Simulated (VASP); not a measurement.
# MgRe3 (Pm-3m) in VASP: notebook

The runs below take MgRe3 through single point, relaxation of cell and atoms, with PBE.

All numbers are computed with VASP 6.6.1; they aren't measurements. Logs are shortened: lines on timing, memory, paths and dates and some standing lists are left out, and cuts for length are marked.

## 1. The cell of the first run

The structure is cubic, space group Pm-3m (No. 221). Conventional cell: a = 3.922 Å, b = 3.922 Å, c = 3.922 Å, α = 90.00°, β = 90.00°, γ = 90.00°. Mg (site symmetry m-3m) has 12 Re at 2.77 Å within 3.7 Å. Within 3.7 Å of Re (site symmetry 4/mmm) lie 4 Mg at 2.77 Å and 8 Re at 2.77 Å.

## 2. Single point, PBE

INCAR

```
  PREC = Accurate
  ENCUT = 520
  EDIFF = 1E-7
  ISMEAR = 0
  SIGMA = 0.1
  LREAL = F
  LASPH = T
  NELM = 80
  ALGO = Fast
  ISIF = 2
  LWAVE = F
  LCHARG = T
  GGA = PE
  LELF = T
  LVHAR = T
  NBANDS = 20
```

KPOINTS

```
regular mesh
0
Gamma
  6 6 6
```

POSCAR

```
MgRe3
1.0
    3.9219818349      0.0000000000      0.0000000000
    0.0000000000      3.9219818349      0.0000000000
    0.0000000000      0.0000000000      3.9219818349
Mg Re
1 3
Direct
    0.0000000000      0.0000000000      0.0000000000
    0.0000000000      0.5000000000      0.5000000000
    0.5000000000      0.0000000000      0.5000000000
    0.5000000000      0.5000000000      0.0000000000
```

Potentials or basis: VASP PAW PBE potentials, release 64 (Mg, Re).

Started as:

```
> cat potpaw_PBE.64/Mg/POTCAR potpaw_PBE.64/Re/POTCAR > POTCAR
> mpirun -np 1 vasp_std > vasp.out
```

OUTCAR:

```text
PREC = Accurate
   ENCUT = 520
   EDIFF = 1E-7
   ISMEAR = 0
   LREAL = F
   LASPH = T
   NELM = 80
   ISIF = 2
   GGA = PE

 ion  position               nearest neighbor table
   1  0.000  0.000  0.000-   2 2.77   3 2.77   4 2.77   2 2.77   3 2.77   2 2.77   4 2.77   2 2.77
                             3 2.77   4 2.77   3 2.77   4 2.77
   2  0.000  0.500  0.500-   1 2.77   3 2.77   4 2.77   1 2.77   4 2.77   1 2.77   3 2.77   1 2.77
                             3 2.77   4 2.77   4 2.77   3 2.77
   3  0.500  0.000  0.500-   1 2.77   2 2.77   4 2.77   1 2.77   4 2.77   2 2.77   4 2.77   4 2.77
                             1 2.77   2 2.77   1 2.77   2 2.77
   4  0.500  0.500  0.000-   1 2.77   2 2.77   3 2.77   2 2.77   3 2.77   1 2.77   3 2.77   3 2.77
                             1 2.77   2 2.77   2 2.77   1 2.77

  LATTYP: Found a simple cubic cell.
 ALAT       =     3.9219818349

  Lattice vectors:

 A1 = (   3.9219818349,   0.0000000000,   0.0000000000)
 A2 = (   0.0000000000,   3.9219818349,   0.0000000000)
 A3 = (   0.0000000000,   0.0000000000,   3.9219818349)

Analysis of symmetry for initial positions (statically):
=====================================================================
 Subroutine PRICEL returns:
 Original cell was already a primitive cell.

 Routine SETGRP: Setting up the symmetry group for a
 simple cubic supercell.

 Subroutine GETGRP returns: Found 48 space group operations
 (whereof 48 operations were pure point group operations)
 out of a pool of 48 trial point group operations.

The static configuration has the point symmetry O_h .

Analysis of symmetry for dynamics (positions and initial velocities):
=====================================================================
 Subroutine PRICEL returns:
 Original cell was already a primitive cell.

 Routine SETGRP: Setting up the symmetry group for a
 simple cubic supercell.

 Subroutine GETGRP returns: Found 48 space group operations
 (whereof 48 operations were pure point group operations)
 out of a pool of 48 trial point group operations.

The dynamic configuration has the point symmetry O_h .

 Subroutine INISYM returns: Found 48 space group operations
 (whereof 48 operations are pure point group operations),
 and found     1 'primitive' translations

----------------------------------------------------------------------------------------

                                     Primitive cell

  volume of cell :      60.3277

  direct lattice vectors                    reciprocal lattice vectors
     3.921981835  0.000000000  0.000000000     0.254973134  0.000000000  0.000000000
[... 88 lines left out ...]
   NSW    =      0    number of steps for IOM
   IBRION =     -1    ionic relax: 0-MD 1-quasi-New 2-CG
   NFREE  =      0    steps in history (QN), initial steepest desc. (CG)
   ISIF   =      2    stress and relaxation
   ISYM   =      2    0-nonsym 1-usesym 2-fastsym
   POTIM  = 0.5000    time-step for ionic-motion
   TEBEG  =    0.0;   TEEND  =   0.0 temperature during run
   PSTRESS=    0.0 pullay stress
   NELECT =      23.0000    total number of electrons
   NUPDOWN=      -1.0000    fix difference up-down
   EMIN   =  10.00;   EMAX   =-10.00  energy-range for DOS
   EFERMI =   0.00;   METHOD = LEGACY
   ISMEAR =     0;   SIGMA  =   0.10  broadening in eV -4-tet -1-fermi 0-gaus
   EFERMI_NEDOS =   21; number of points for ismear=-14 and -15
   IALGO  =     68    algorithm
   IMIX   =      4    mixing-type and parameters
     AMIX     =   0.40;   BMIX     =  1.00
     AMIX_MAG =   1.60;   BMIX_MAG =  1.00
  volume/ion in A,a.u.               =      15.08       101.78
  Fermi-wavevector in a.u.,A,eV,Ry     =   1.187076  2.243248 19.172643  1.409149
  Thomas-Fermi vector in A             =   2.323235
   LORBIT       =      0    0 simple, 1 ext, 2 COOP (PROOUT), +10 PAW based schemes
   GGA     = PE    functional components
   LHFCALC =     F    Hartree Fock is set to
   AEXX    =    0.0000 exact exchange contribution
   IVDW    =     0    specifies the selected vdW correction
   LEPSILON=     F    determine dielectric tensor
   LRPA    =     F    only Hartree local field effects (RPA)
 non-spin polarized calculation
 RMM-DIIS sequential band-by-band and
 Gauss-broadening in eV      SIGMA  =   0.10
  energy-cutoff  :      520.00
  volume of cell :       60.33
 maximum number of plane-waves:      1647
 NGX is ok and might be reduce to    30
   NGX = 15   NGY = 15   NGZ = 15

 number of electron      23.0000002 magnetization

 Free energy of the ion-electron system (eV)
  ---------------------------------------------------
  ext. energy  EPLUGINS =         0.00000000
  ---------------------------------------------------
  free energy    TOTEN  =       -36.64708162 eV

  energy without entropy =      -36.60814564  energy(sigma->0) =      -36.62761363

 E-fermi :   7.1023     XC(G=0): -12.6987

 val. band max:        7.0919791460   @ k =   0.3333   0.1667   0.1667
 cond. band min:       7.1184480042   @ k =   0.3333   0.3333   0.1667
 fundamental gap:      0.0264688582
 Fermi energy:         7.1023436923

 k-point     1 :       0.0000    0.0000    0.0000
  band No.  band energies     occupation
      1      -2.5648      2.00000
      2       0.4944      2.00000
      3       2.0910      2.00000
      4       2.0910      2.00000
      5       2.2962      2.00000
      6       2.2962      2.00000
[... 449 lines left out ...]
     19      10.6645      0.00000
     20      14.8580      0.00000

------------------------ aborting loop because EDIFF is reached ----------------------------------------

  FORCE on cell =-STRESS in cart. coord.  units (eV):
  Direction    XX          YY          ZZ          XY          YZ          ZX
  --------------------------------------------------------------------------------------
  -------------------------------------------------------------------------------------
  Total        1.3233343      1.3233343      1.3233343      0.0000000      0.0000000     -0.0000000
  in kB       35.1449882     35.1449882     35.1449882      0.0000000      0.0000000     -0.0000000
  external PRESSURE =      35.1449882 kB  Pullay stress =       0.0000000 kB

 VOLUME and BASIS-vectors are now :
 -----------------------------------------------------------------------------
  energy-cutoff  :      520.00
  volume of cell :       60.33
      direct lattice vectors                 reciprocal lattice vectors
     3.921981835  0.000000000  0.000000000     0.254973134  0.000000000  0.000000000
     0.000000000  3.921981835  0.000000000     0.000000000  0.254973134  0.000000000
     0.000000000  0.000000000  3.921981835     0.000000000  0.000000000  0.254973134

 POSITION                                       TOTAL-FORCE (eV/Angst)
 -----------------------------------------------------------------------------------
      0.00000      0.00000      0.00000         0.000000      0.000000      0.000000
      0.00000      1.96099      1.96099         0.000000      0.000000      0.000000
      1.96099      0.00000      1.96099         0.000000      0.000000      0.000000
      1.96099      1.96099      0.00000         0.000000      0.000000      0.000000
 -----------------------------------------------------------------------------------
    total drift:                                0.000000      0.000000     -0.000000

  FREE ENERGIE OF THE ION-ELECTRON SYSTEM (eV)
  ---------------------------------------------------
  free  energy   TOTEN  =       -36.6470816227 eV

  energy  without entropy=      -36.6081456435  energy(sigma->0) =      -36.62761363
```

stdout:

```text
POSCAR found type information on POSCAR MgRe
 POSCAR found :  2 types and       4 ions
 scaLAPACK will be used
 LDA part: xc-table for (Slater+PW92), standard interpolation
 POSCAR, INCAR and KPOINTS ok, starting setup
 FFT: planning ... GRIDC
 FFT: planning ... GRID_SOFT
 FFT: planning ... GRID
 WAVECAR not read
 entering main loop
```

Wall time 74 s (1 thread of Oxide Virtual Turin-like, shared host); peak memory 0.14 GiB.

What came out:

```yaml
Free_energy: -36.6471 eV
Pressure: 3.5 GPa
Band_gap_on_the_k_mesh: zero (an odd number of electrons rules out a gap without spin polarisation)
```

Caveat: the cell stands under pressure; spin-orbit coupling is left out, which moves the levels of the heavy elements.

## 3. Single point, PBE

This run uses another cell than the first one, of 15.29 Å³/atom.

INCAR

```
ALGO = Normal ; EDIFF = 1E-6
ENCUT = 520 ; GGA = PE
ISIF = 2 ; ISMEAR = 0
LASPH = T ; LCHARG = F
LREAL = F ; LWAVE = F
NBANDS = 20 ; NELM = 100
PREC = Accurate ; SIGMA = 0.1
```

KPOINTS

```
k-points
0
Gamma
  12 12 12
```

POSCAR

```
MgRe3
1.0
    3.9400840157      0.0000000000      0.0000000000
    0.0000000000      3.9400840157      0.0000000000
    0.0000000000      0.0000000000      3.9400840157
Mg Re
1 3
Direct
    0.0000000000      0.0000000000      0.0000000000
    0.0000000000      0.5000000000      0.5000000000
    0.5000000000      0.0000000000      0.5000000000
    0.5000000000      0.5000000000      0.0000000000
```

Potentials or basis: VASP PAW PBE potentials, release 64 (Mg, Re).

Started as:

```
> cat potpaw_PBE.64/Mg/POTCAR potpaw_PBE.64/Re/POTCAR > POTCAR
> mpirun -np 1 vasp_std > vasp.out
```

Wall time 2.2 min (1 thread of Oxide Virtual Turin-like, shared host); peak memory 0.2 GiB.

Results (log left out):

* Free energy: -36.7069 eV
* Pressure: -0.3 GPa
* Band gap on the k mesh: zero (an odd number of electrons rules out a gap without spin polarisation)

Levels at points of the mesh, in eV from the Fermi level:
```tsv
k point	band 9	band 10	band 11	band 12	band 13	band 14	band 15	band 16
(0.00, 0.00, 0.00)	-0.12	-0.12	1.85	1.85	1.85	1.99	1.99	3.47
(0.50, 0.00, 0.00)	-1.89	-1.26	-1.24	-0.64	0.27	0.27	0.31	2.23
(0.50, 0.50, 0.00)	-1.74	-1.74	-0.77	-0.39	-0.39	-0.37	0.89	1.13
(0.50, 0.50, 0.50)	-0.63	-0.63	-0.41	-0.41	-0.41	0.12	0.79	0.79
```

Caveat: spin-orbit coupling is left out, which moves the levels of the heavy elements.

## 4. Relaxation of cell and atoms, PBE

INCAR

```
PREC = Accurate
ENCUT = 600
EDIFF = 1E-6
ISMEAR = 0
SIGMA = 0.1
LREAL = F
LASPH = T
NELM = 60
ALGO = Normal
ISIF = 3
LWAVE = F
LCHARG = F
GGA = PE
IBRION = 2
NSW = 100
EDIFFG = -0.01
```

KPOINTS

```
regular mesh
0
Gamma
  12 12 12
```

POSCAR

```
MgRe3
1.0
    3.9219818349      0.0000000000      0.0000000000
    0.0000000000      3.9219818349      0.0000000000
    0.0000000000      0.0000000000      3.9219818349
Mg Re
1 3
Direct
    0.0000000000      0.0000000000      0.0000000000
    0.0000000000      0.5000000000      0.5000000000
    0.5000000000      0.0000000000      0.5000000000
    0.5000000000      0.5000000000      0.0000000000
```

Started as:

```
> cat potpaw_PBE.64/Mg/POTCAR potpaw_PBE.64/Re/POTCAR > POTCAR
> mpirun -np 1 vasp_std > vasp.out
```

Wall time 6.2 min (1 thread of Oxide Virtual Turin-like, shared host); peak memory 0.22 GiB.

It converged, with:

* Free energy: -36.7099 eV
* Relaxed volume: 15.28 Å³/atom
* Relaxed cell: a = 3.939 Å, b = 3.939 Å, c = 3.939 Å, α = 90.00°, β = 90.00°, γ = 90.00°
* Space group after relaxing (to 0.1 Å): Pm-3m (No. 221)
* Energy gained by relaxing: 2.0 meV/atom
* Ionic steps: 3
* Pressure after relaxing: 0.0 GPa
* Band gap on the k mesh: zero (an odd number of electrons rules out a gap without spin polarisation)

Step by step:
```
step  energy change (eV)  largest force (eV/Å)  pressure (GPa)  volume (Å³)
   1              0.0000                0.0000            3.32        60.33
   2              0.0405                0.0000           -7.53        63.10
   3             -0.0079                0.0000           -0.03        61.11
```

Final structure:
```
Mg Re
1.0
     3.93890    0.00000    0.00000
     0.00000    3.93890    0.00000
     0.00000    0.00000    3.93890
Mg Re
1 3
Direct
  0.00000 0.00000 0.00000
  0.00000 0.50000 0.50000
  0.50000 0.00000 0.50000
  0.50000 0.50000 0.00000
```

Levels at points of the mesh, in eV from the Fermi level:
| k point | band 10 | band 11 | band 12 | band 13 | band 14 | band 15 |
| --- | --- | --- | --- | --- | --- | --- |
| (0.00, 0.00, 0.00) | -0.12 | 1.85 | 1.85 | 1.85 | 1.99 | 1.99 |
| (0.50, 0.00, 0.00) | -1.26 | -1.24 | -0.64 | 0.27 | 0.27 | 0.31 |
| (0.50, 0.50, 0.00) | -1.74 | -0.77 | -0.39 | -0.39 | -0.37 | 0.90 |
| (0.50, 0.50, 0.50) | -0.63 | -0.41 | -0.41 | -0.41 | 0.12 | 0.79 |

Caveat: spin-orbit coupling is left out, which moves the levels of the heavy elements.

## 5. The runs side by side

```csv
task,cell,k mesh,cutoff (eV),gap on the mesh (eV),pressure (GPa)
single point,"a = 3.922 Å, 4 atoms",6 × 6 × 6,520,none,3.5
single point,"a = 3.940 Å, 4 atoms",12 × 12 × 12,520,none,-0.3
relaxation of cell and atoms,"relaxed from a = 3.922 Å, 4 atoms",12 × 12 × 12,600,none,0.0
```

Alike in all rows: level PBE; potentials or basis VASP PAW PBE potentials, release 64 (Mg, Re); no spin polarisation; smearing gaussian 0.1 eV.

Caveats: spin-orbit coupling is left out, which moves the levels of the heavy elements; the cell stands under pressure (at least some runs).

Absolute energies hang on the potentials; compare differences alone.

The gap in the log of VASP goes by the Fermi energy; the results here count the filled bands.